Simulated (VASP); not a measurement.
Write the native input for VASP 6.6.1 that does the following.

| Item | Value |
| --- | --- |
| Task | single point |
| Functional | PBE |
| Potentials or basis | VASP PAW PBE potentials, release 64 (Al, As, Ga_d) |
| Cutoff | 520 eV |
| k mesh | 8 × 8 × 8 |
| Occupations | fermi-dirac, width 0.02 eV |
| Spin | no spin polarisation |
| Dipole correction | no |
| Further INCAR settings | ALGO = Normal; EDIFF = 1e-06; NBANDS = 31 |

The structure of AlGa2As3 lies in POSCAR:

```
AlGa2As3
1.0
   -2.0300646207      6.0890795732      2.8687474435
    2.0300646207     -6.0890795732      2.8687474435
    2.0300646207      6.0890795732     -2.8687474435
Al As Ga
1 3 2
Direct
   -0.0006582299     -0.0006582299      0.0000000000
    0.7513417740      0.2513417740      0.5000000000
    0.4156316880      0.2494278892      0.1662037989
    0.0832240903      0.2494278892      0.8337962011
    0.6669667603      0.0002303388      0.6667364216
    0.3334939172      0.0002303388      0.3332635784
```

One way to write it, as run:

INCAR

```
SYSTEM = AlGa2As3
ALGO     = Normal         ! electronic algorithm
EDIFF    = 1E-6           ! SCF threshold, eV
ENCUT    = 520            ! plane-wave cutoff, eV
GGA      = PE             ! functional
ISIF     = 2              ! what is computed and relaxed
ISMEAR   = -1             ! smearing method
LASPH    = .True.         ! aspherical terms in the spheres
LCHARG   = .False.        ! write CHGCAR
LREAL    = .False.        ! projectors in reciprocal space
LWAVE    = .False.        ! write WAVECAR
NBANDS   = 31             ! bands
NELM     = 60             ! most SCF steps
PREC     = Accurate       ! precision mode
SIGMA    = 0.02           ! smearing width, eV
```

KPOINTS

```
k-points
0
Gamma
  8 8 8
  0 0 0
```

Potentials or basis: VASP PAW PBE potentials, release 64 (Al, As, Ga_d).

Command:

```console
$ cat potpaw_PBE.64/Al/POTCAR potpaw_PBE.64/As/POTCAR potpaw_PBE.64/Ga_d/POTCAR > POTCAR
$ mpirun -np 1 vasp_std > vasp.out
```

Results of the run:

* Pressure: 0.2 GPa
* Largest force: 0.006 eV/Å
* Band gap on the k mesh: 0.69 eV

Caveat: semilocal functionals underestimate gaps, and a narrow one can read as zero.

Run time: 14 min on 1 thread of Intel(R) Xeon(R) Platinum 8259CL CPU @ 2.50GHz (Skylake/Cascade Lake), on a shared host, peak memory 0.64 GiB.
